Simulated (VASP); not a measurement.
# BAs (F-43m) in VASP: settings compared, part 2 of 2

VASP 6.6.1.

### 3 Single point, PBE+D3(BJ) (volume scaled by 0.96)

Contents of INCAR:

```
SYSTEM = BAs
  ALGO = Normal
  EDIFF = 1E-6
  ENCUT = 500
  GGA = PE
  GGA_COMPAT = .FALSE.
  ISIF = 2
  ISMEAR = 0
  IVDW = 12
  LASPH = .TRUE.
  LCHARG = .FALSE.
  LREAL = .FALSE.
  LWAVE = .FALSE.
  NBANDS = 11
  NELM = 120
  PREC = Accurate
  SIGMA = 0.05
```

Contents of KPOINTS:

```
k-points
0
G
  8 8 8
  0 0 0
```

Contents of POSCAR:

```
BAs
1.0
    0.0000000000      2.3504152354      2.3504152354
    2.3504152354      0.0000000000      2.3504152354
    2.3504152354      2.3504152354      0.0000000000
B As
1 1
Direct
    0.0000000000      0.0000000000      0.0000000000
    0.7500000000      0.7500000000      0.7500000000
```

Potentials or basis: VASP PAW PBE potentials, release 64 (B, As).

The run is started by

```sh
$ cat potpaw_PBE.64/B/POTCAR potpaw_PBE.64/As/POTCAR > POTCAR
$ mpirun -np 1 vasp_std > vasp.out
```

Run time: 10 s. Hardware: 1 thread of Intel Xeon 8259CL, shared host; peak memory 0.15 GiB.

It converged, with:

```
Free energy                : -12.0388 eV
Pressure                   : 6.9 GPa
Band gap on the k mesh     : 1.14 eV, indirect (least direct gap 3.34 eV)
Dispersion energy per atom : -0.346 eV
```

Levels at points of the mesh, in eV from the valence-band top:
```csv
k point,band 1,band 2,band 3,band 4,band 5,band 6,band 7,band 8,band 9
"(0.00, 0.00, 0.00)",-15.85,0.00,0.00,0.00,3.34,3.34,3.34,5.31,9.82
"(0.50, 0.00, 0.00)",-12.80,-9.15,-1.91,-1.91,2.98,4.83,4.83,8.95,13.08
"(0.50, 0.50, 0.00)",-11.40,-8.81,-4.29,-4.29,1.36,1.40,11.84,11.84,13.31
```

Caveat: the cell differs from its parent crystal (volume scaled by 0.96). A k mesh can miss the band edges.

### 4 Single point, RPBE

This run uses another cell than the first one, of 13.63 Å³/atom, 1.028 times its volume.

Contents of INCAR:

```
PREC = Accurate
ENCUT = 500
EDIFF = 1E-6
ISMEAR = 0
SIGMA = 0.05
LREAL = False
LASPH = True
NELM = 120
ALGO = Normal
ISIF = 2
LWAVE = False
LCHARG = False
GGA = RP
NBANDS = 11
GGA_COMPAT = False
```

Contents of KPOINTS:

```
regular mesh
0
Gamma
  8 8 8
```

Contents of POSCAR:

```
BAs
1.0
    0.0000000000      2.3885011289      2.3885011289
    2.3885011289      0.0000000000      2.3885011289
    2.3885011289      2.3885011289      0.0000000000
B As
1 1
Direct
    0.0000000000      0.0000000000      0.0000000000
    0.7500000000      0.7500000000      0.7500000000
```

The run is started by

```sh
$ cat potpaw_PBE.64/B/POTCAR potpaw_PBE.64/As/POTCAR > POTCAR
$ mpirun -np 1 vasp_std > vasp.out
```

Wall time 21 s (1 thread of Intel Xeon 8259CL, shared host); peak memory 0.15 GiB.

It converged, with:

```yaml
Free_energy: -10.7247 eV
Pressure: 6.0 GPa
Band_gap_on_the_k_mesh: 1.22 eV, indirect (least direct gap 3.28 eV)
```

Levels at points of the mesh, in eV from the valence-band top:
| k point | band 1 | band 2 | band 3 | band 4 | band 5 | band 6 | band 7 | band 8 | band 9 |
| --- | --- | --- | --- | --- | --- | --- | --- | --- | --- |
| (0.00, 0.00, 0.00) | -15.41 | 0.00 | 0.00 | 0.00 | 3.28 | 3.28 | 3.28 | 4.71 | 9.73 |
| (0.50, 0.00, 0.00) | -12.53 | -8.80 | -1.83 | -1.83 | 2.71 | 4.78 | 4.78 | 8.96 | 12.87 |
| (0.50, 0.50, 0.00) | -11.19 | -8.57 | -4.09 | -4.09 | 1.44 | 1.50 | 11.43 | 11.43 | 13.00 |

Caveat: the PAW data sets were made with another functional, which shifts forces and pressure a little. A k mesh can miss the band edges.

### 5 Single point, RPBE

Contents of INCAR:

```
SYSTEM = BAs
PREC = Accurate ; ENCUT = 500
EDIFF = 1E-6 ; ISMEAR = 0
SIGMA = 0.05 ; LREAL = .False.
LASPH = .True. ; NELM = 120
ALGO = Normal ; ISIF = 2
LWAVE = .False. ; LCHARG = .False.
GGA = RP ; NBANDS = 11
GGA_COMPAT = .False.
```

Contents of KPOINTS:

```
regular mesh
0
Gamma
  8 8 8
  0 0 0
```

Contents of POSCAR:

```
BAs
1.0
    0.0000000000      2.3879364644      2.3879364644
    2.3879364644      0.0000000000      2.3879364644
    2.3879364644      2.3879364644      0.0000000000
B As
1 1
Direct
    0.0000000000      0.0000000000      0.0000000000
    0.7500000000      0.7500000000      0.7500000000
```

Potentials or basis: VASP PAW PBE potentials, release 64 (B, As).

The run is started by

```sh
$ cat potpaw_PBE.64/B/POTCAR potpaw_PBE.64/As/POTCAR > POTCAR
$ mpirun -np 1 vasp_std > vasp.out
```

OUTCAR:

```text
SYSTEM = BAs
   PREC = Accurate
   ENCUT = 500
   EDIFF = 1E-6
   ISMEAR = 0
   LREAL = .False.
   LASPH = .True.
   NELM = 120
   ISIF = 2
   GGA = RP

 ion  position               nearest neighbor table
   1  0.000  0.000  0.000-   2 2.07   2 2.07   2 2.07   2 2.07
   2  0.750  0.750  0.750-   1 2.07   1 2.07   1 2.07   1 2.07

  LATTYP: Found a face centered cubic cell.
 ALAT       =     4.7758729288

  Lattice vectors:

 A1 = (   0.0000000000,   2.3879364644,   2.3879364644)
[... 522 lines left out ...]

------------------------ aborting loop because EDIFF is reached ----------------------------------------

  FORCE on cell =-STRESS in cart. coord.  units (eV):
  Direction    XX          YY          ZZ          XY          YZ          ZX
  --------------------------------------------------------------------------------------
  -------------------------------------------------------------------------------------
  Total        1.0391217      1.0391217      1.0391217     -0.0000000      0.0000000      0.0000000
  in kB       61.1334198     61.1334198     61.1334198     -0.0000000      0.0000000      0.0000000
  external PRESSURE =      61.1334198 kB  Pullay stress =       0.0000000 kB

 VOLUME and BASIS-vectors are now :
 -----------------------------------------------------------------------------
  energy-cutoff  :      500.00
  volume of cell :       27.23
      direct lattice vectors                 reciprocal lattice vectors
     0.000000000  2.387936464  2.387936464    -0.209385805  0.209385805  0.209385805
     2.387936464  0.000000000  2.387936464     0.209385805 -0.209385805  0.209385805
     2.387936464  2.387936464  0.000000000     0.209385805  0.209385805 -0.209385805

 POSITION                                       TOTAL-FORCE (eV/Angst)
 -----------------------------------------------------------------------------------
      0.00000      0.00000      0.00000        -0.000000     -0.000000     -0.000000
      3.58190      3.58190      3.58190         0.000000      0.000000      0.000000
 -----------------------------------------------------------------------------------
    total drift:                                0.000000      0.000000      0.000000

  FREE ENERGIE OF THE ION-ELECTRON SYSTEM (eV)
  ---------------------------------------------------
  free  energy   TOTEN  =       -10.7239767711 eV

  energy  without entropy=      -10.7239767711  energy(sigma->0) =      -10.72397677
```

OSZICAR:

```text
N       E                     dE             d eps       ncg     rms          rms(c)
DAV:   1     0.117135607668E+02    0.11714E+02   -0.35999E+03   638   0.614E+02
DAV:   2    -0.107345092583E+02   -0.22448E+02   -0.21746E+02   884   0.104E+02
DAV:   3    -0.113153055182E+02   -0.58080E+00   -0.57970E+00   809   0.152E+01
DAV:   4    -0.113166568642E+02   -0.13513E-02   -0.13513E-02   707   0.830E-01
DAV:   5    -0.113166589394E+02   -0.20753E-05   -0.20752E-05   763   0.346E-02    0.502E+00
DAV:   6    -0.107759732102E+02    0.54069E+00   -0.14872E+00   677   0.495E+00    0.249E+00
DAV:   7    -0.107255940577E+02    0.50379E-01   -0.20366E-01   745   0.218E+00    0.101E+00
DAV:   8    -0.107230900816E+02    0.25040E-02   -0.19785E-02   695   0.843E-01    0.992E-02
DAV:   9    -0.107236759405E+02   -0.58586E-03   -0.97411E-04   731   0.176E-01    0.563E-02
DAV:  10    -0.107239657195E+02   -0.28978E-03   -0.42121E-04   682   0.128E-01    0.131E-02
DAV:  11    -0.107239752169E+02   -0.94974E-05   -0.12473E-05   776   0.237E-02    0.101E-02
DAV:  12    -0.107239767462E+02   -0.15294E-05   -0.60757E-06   653   0.156E-02    0.424E-03
DAV:  13    -0.107239767711E+02   -0.24884E-07   -0.95133E-08   487   0.214E-03
   1 F= -.10723977E+02 E0= -.10723977E+02  d E =-.548166E-13
```

stdout:

```text
POSCAR found type information on POSCAR B As
 POSCAR found :  2 types and       2 ions
 scaLAPACK will be used
 -----------------------------------------------------------------------------
|                                                                             |
|                                                                             |
|     You enforced a specific xc type in the INCAR file but a different       |
|     I HOPE YOU KNOW WHAT YOU ARE DOING!                                     |
|                                                                             |
 -----------------------------------------------------------------------------

 LDA part: xc-table for (Slater+PW92), standard interpolation
 POSCAR, INCAR and KPOINTS ok, starting setup
 FFT: planning ... GRIDC
 FFT: planning ... GRID_SOFT
 FFT: planning ... GRID
 WAVECAR not read
 entering main loop
```

It took 21 s on 1 thread of Intel Xeon 8259CL, shared host; peak memory 0.16 GiB.

Results:

- Free energy: -10.7240 eV
- Pressure: 6.1 GPa
- Band gap on the k mesh: 1.22 eV, indirect (least direct gap 3.28 eV)

Caveat: the PAW data sets were made with another functional, which shifts forces and pressure a little.

### 6 Overview

| level | cell | gap on the mesh (eV) | pressure (GPa) |
| --- | --- | --- | --- |
| PBE+D3(BJ) | a = 3.347 Å, angles 60.0°, 2 atoms | 1.16 | 3.6 |
| PBE+D3(BJ) | a = 3.324 Å, angles 60.0°, 2 atoms | 1.14 | 6.9 |
| RPBE | a = 3.378 Å, angles 60.0°, 2 atoms | 1.22 | 6.0 |
| RPBE | a = 3.377 Å, angles 60.0°, 2 atoms | 1.22 | 6.1 |

Alike in all rows: task single point; potentials or basis VASP PAW PBE potentials, release 64 (B, As); no spin polarisation; k mesh 8 × 8 × 8; cutoff (eV) 500; smearing gaussian 0.05 eV.

Caveats: the PAW data sets were made with another functional, which shifts forces and pressure a little (some runs).

Absolute energies hang on the potentials; compare differences alone.
